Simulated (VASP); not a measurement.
# C6N in VASP: single point with PBE+D3(BJ)

Aim: the single point of C6N with PBE+D3(BJ).

Everything below comes from runs of VASP 6.6.1. Logs are shortened: lines on timing, memory, paths and dates and some standing lists are left out, and cuts for length are marked.

### 1 The cell of the first run

The cell holds a slab with vacuum, 7 atoms: a = 2.466 Å, b = 2.465 Å, c = 25.784 Å, α = 90.00°, β = 90.00°, γ = 120.01°.

### 2 Single point, PBE+D3(BJ), collinear spin, ferromagnetic start

File INCAR:

```
PREC = Accurate
ENCUT = 520
EDIFF = 1E-7
ISMEAR = 0
SIGMA = 0.05
LREAL = False
LASPH = True
NELM = 150
ALGO = Normal
ISIF = 2
LWAVE = False
LCHARG = False
ISPIN = 2
MAGMOM = 0 0 0 0 0 0 3
LORBIT = 11
LDIPOL = True
IDIPOL = 3
DIPOL = 0.5 0.5 0.498
GGA = PE
IVDW = 12
NBANDS = 28
```

File KPOINTS:

```
Automatic mesh
0
Gamma
  12 12 1
```

File POSCAR:

```
C6N
1.0
    2.4656258796      0.0000000000      0.0000000000
   -1.2328129398      2.1341717713      0.0000000000
    0.0000000000      0.0000000000     25.7842703304
C N
6 1
Direct
    0.6666996624      0.3333993247      0.3296583495
    0.3333003377      0.6666006753      0.3296583495
    0.1668118381      0.3336236761      0.4615481759
    0.8331881619      0.6663763239      0.4615481759
    0.6667401452      0.3334802905      0.5941676930
    0.3332598548      0.6665197095      0.5941676930
    1.0000000000      1.0000000000      0.7147392949
```

Potentials or basis: VASP PAW PBE potentials, release 64 (C, N).

Launch:

```sh
$ cat potpaw_PBE.64/C/POTCAR potpaw_PBE.64/N/POTCAR > POTCAR
$ mpirun -np 1 vasp_std > vasp.out
```

OUTCAR:

```text
PREC = Accurate
   ENCUT = 520
   EDIFF = 1E-7
   ISMEAR = 0
   LREAL = False
   LASPH = True
   NELM = 150
   ISIF = 2
   ISPIN = 2
   LORBIT = 11
   GGA = PE
   IVDW = 12
 IVDW          = 12

 ion  position               nearest neighbor table
   1  0.667  0.333  0.330-   2 1.42   2 1.42   2 1.42
   2  0.333  0.667  0.330-   1 1.42   1 1.42   1 1.42
   3  0.167  0.334  0.462-   4 1.42   4 1.42   4 1.42
   4  0.833  0.666  0.462-   3 1.42   3 1.42   3 1.42
   5  0.667  0.333  0.594-   6 1.42   6 1.42   6 1.42
   6  0.333  0.667  0.594-   5 1.42   5 1.42   5 1.42
   7  0.000  0.000  0.715-

  Warning from LATTYP: Monoclinic adjustment (A1->A3, A2->A1, A3->A2)!
  LATTYP: Found a base centered orthorhombic cell.
 ALAT       =     2.4656258796
 B/A-ratio  =     1.7311399827
 C/A-ratio  =    10.4574950092

  Lattice vectors:

 A1 = (   1.2328129398,  -2.1341717713,   0.0000000000)
 A2 = (   1.2328129398,   2.1341717713,   0.0000000000)
 A3 = (   0.0000000000,   0.0000000000,  25.7842703304)

Analysis of symmetry for initial positions (statically):
=====================================================================
 Subroutine PRICEL returns:
 Original cell was already a primitive cell.

 Routine SETGRP: Setting up the symmetry group for a
 base centered orthorhombic supercell.

 Subroutine GETGRP returns: Found  4 space group operations
 (whereof  4 operations were pure point group operations)
 out of a pool of  8 trial point group operations.

The static configuration has the point symmetry C_2v.

Analysis of symmetry for dynamics (positions and initial velocities):
=====================================================================
 Subroutine PRICEL returns:
 Original cell was already a primitive cell.

 Routine SETGRP: Setting up the symmetry group for a
 base centered orthorhombic supercell.

 Subroutine GETGRP returns: Found  4 space group operations
 (whereof  4 operations were pure point group operations)
 out of a pool of  8 trial point group operations.

The dynamic configuration has the point symmetry C_2v.

Analysis of structural, dynamic, and magnetic symmetry:
=====================================================================
 Subroutine PRICEL returns:
 Original cell was already a primitive cell.

 Routine SETGRP: Setting up the symmetry group for a
 base centered orthorhombic supercell.

 Subroutine GETGRP returns: Found  4 space group operations
 (whereof  4 operations were pure point group operations)
 out of a pool of  8 trial point group operations.

[... 157 lines left out ...]
  ---------------------------------------------------
  free energy    TOTEN  =       -58.51351240 eV

  energy without entropy =      -58.51238418  energy(sigma->0) =      -58.51294829

 E-fermi :  -1.1740     XC(G=0):  -5.3794

 val. band max:       -1.1829726154   @ k =   0.3333   0.3333   0.0000
 cond. band min:      -1.1621103606   @ k =   0.1667   0.0000   0.0000
 fundamental gap:      0.0208622547
 Fermi energy:        -1.1740059228

 spin component 1

 k-point     1 :       0.0000    0.0000    0.0000
  band No.  band energies     occupation
      1     -20.6652      1.00000
      2     -20.4992      1.00000
      3     -19.9663      1.00000
      4     -16.0607      1.00000
      5      -9.1880      1.00000
      6      -8.4378      1.00000
[... 685 lines left out ...]
     25      10.7408      0.00000
     26      11.0135      0.00000

 [... further k-points ...]

 spin component 2

 k-point     1 :       0.0000    0.0000    0.0000
  band No.  band energies     occupation
      1     -20.6652      1.00000
      2     -20.4990      1.00000
      3     -19.9594      1.00000
      4     -14.4275      1.00000
      5      -9.1860      1.00000
      6      -8.4265      1.00000
[... 685 lines left out ...]
     25      10.7459      0.00000
     26      11.0693      0.00000

 [... further k-points ...]

 [bands above 26 left out]

------------------------ aborting loop because EDIFF is reached ----------------------------------------

 vacuum level on the upper side and lower side of the slab       (xc-potential included)         1.136        -1.421

 Edisp (eV)   -0.91127

 E8    (eV) :    -0.2620

  FORCE on cell =-STRESS in cart. coord.  units (eV):
  Direction    XX          YY          ZZ          XY          YZ          ZX
  --------------------------------------------------------------------------------------
  -------------------------------------------------------------------------------------
  Total      -2.59762    -2.43925    -0.02541     0.00000     0.00000     0.00000
  in kB     -30.67434   -28.80418    -0.30001     0.00000     0.00000     0.00000
  external pressure =      -19.93 kB  Pullay stress =        0.00 kB

 VOLUME and BASIS-vectors are now :
 -----------------------------------------------------------------------------
  energy-cutoff  :      520.00
  volume of cell :      135.68
      direct lattice vectors                 reciprocal lattice vectors
     2.465625880  0.000000000  0.000000000     0.405576535  0.234282923  0.000000000
    -1.232812940  2.134171771  0.000000000     0.000000000  0.468565845  0.000000000
     0.000000000  0.000000000 25.784270330     0.000000000  0.000000000  0.038783335

 POSITION                                       TOTAL-FORCE (eV/Angst)
 -----------------------------------------------------------------------------------
      1.23281      0.71153      8.50000        -0.000000      0.005991      0.000752
      0.00000      1.42264      8.50000         0.000000     -0.005991      0.000752
      0.00000      0.71201     11.90068         0.000000     -0.007874     -0.001626
      1.23281      1.42216     11.90068         0.000000      0.007874     -0.001626
      1.23281      0.71170     15.32018         0.000000     -0.018892     -0.002644
      0.00000      1.42247     15.32018        -0.000000      0.018892     -0.002644
      0.00000      0.00000     18.42903         0.000000      0.000000      0.007035
 -----------------------------------------------------------------------------------
    total drift:                               -0.000000     -0.000000      0.000285

  FREE ENERGIE OF THE ION-ELECTRON SYSTEM (eV)
  ---------------------------------------------------
  free  energy   TOTEN  =       -59.4247849807 eV

  energy  without entropy=      -59.4236567639  energy(sigma->0) =      -59.42422087

 vacuum level on the upper side and lower side of the slab         5.659         3.032

 total charge

# of ion       s       p       d       tot
------------------------------------------
    1        0.863   1.788   0.000   2.651
    2        0.863   1.788   0.000   2.651
    3        0.863   1.787   0.000   2.650
    4        0.863   1.787   0.000   2.650
    5        0.864   1.784   0.000   2.648
    6        0.864   1.784   0.000   2.648
    7        1.394   1.821   0.000   3.215
--------------------------------------------------
tot          6.576  12.538   0.000  19.114

 magnetization (x)

# of ion       s       p       d       tot
------------------------------------------
    1       -0.000  -0.000   0.000  -0.000
    2       -0.000  -0.000   0.000  -0.000
    3        0.000   0.000   0.000   0.000
    4        0.000   0.000   0.000   0.000
    5        0.000   0.003   0.000   0.003
    6        0.000   0.003   0.000   0.003
    7        0.023   0.819   0.000   0.842
--------------------------------------------------
tot          0.024   0.824   0.000   0.848
```

Run time: 17 min. Hardware: 1 thread of Intel Xeon 8259CL, shared host; peak memory 0.44 GiB.

What came out:

```yaml
Free_energy: -59.4248 eV
Largest_force: 0.019 eV/Å
Net_moment: 1.23 μB per cell
Site_moments: C -0.00, +0.00 (each value once); N +0.84 μB
Valence_electrons_inside_the_program's_atomic_spheres: C 2.65; N 3.21
Dispersion_energy_per_atom: -0.130 eV
```

Forces on the atoms (eV/Å):
```
C    0.000  0.006  0.001
C    0.000 -0.006  0.001
C    0.000 -0.008 -0.002
C    0.000  0.008 -0.002
C    0.000 -0.019 -0.003
C    0.000  0.019 -0.003
N    0.000  0.000  0.007
```

Levels at points of the mesh, in eV from the Fermi level:
Spin up:
```tsv
k point	band 13	band 14	band 15	band 16	band 17	band 18
(0.00, 0.00, 0.00)	-2.33	-2.31	2.17	2.17	3.63	4.94
(0.50, 0.00, 0.00)	-2.23	-1.62	-1.23	0.96	1.78	1.92
(0.00, 0.50, 0.00)	-2.02	-1.41	-1.23	0.95	1.40	2.03
```
Spin down:
```tsv
k point	band 10	band 11	band 12	band 13	band 14	band 15	band 16	band 17	band 18	band 19
(0.00, 0.00, 0.00)	-2.88	-2.84	-2.32	-2.30	-0.52	3.53	3.53	3.65	4.97	5.61
(0.50, 0.00, 0.00)	-5.69	-2.99	-2.32	-2.23	-1.59	1.76	1.81	1.92	2.24	2.74
(0.00, 0.50, 0.00)	-5.70	-2.99	-2.61	-2.01	-1.39	1.39	1.77	2.13	2.23	2.85
```
